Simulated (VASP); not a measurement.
The system is ZrH3.

```
Zr H
1.0
     3.12604    0.00000    0.00000
     0.00000    3.12604    0.00000
     0.00000    0.00000    3.12604
Zr H
1 3
Direct
  0.00000 0.00000 0.00000
  0.00000 0.50000 0.50000
  0.50000 0.00000 0.50000
  0.50000 0.50000 0.00000
```

Base run:

| Quantity | Value |
| --- | --- |
| Program | VASP 6.6.1 |
| Functional | PBEsol |
| Potentials or basis | VASP PAW PBE potentials, release 64 (Zr_sv, H) |
| Cutoff | 500 eV |
| k mesh | 7 × 7 × 7 |
| Occupations | fermi-dirac, width 0.05 eV |
| Spin | no spin polarisation |

Its results: pressure -4.6 GPa.

Q: The run is repeated on the same cell with these changes: functional from PBEsol to BLYP. What comes out?

A: Pressure 3.6 GPa.

BLYP binds less tightly than PBEsol, so the same cell stands under more pressure.

Caveats: the PAW data sets were made with another functional, which shifts forces and pressure a little.
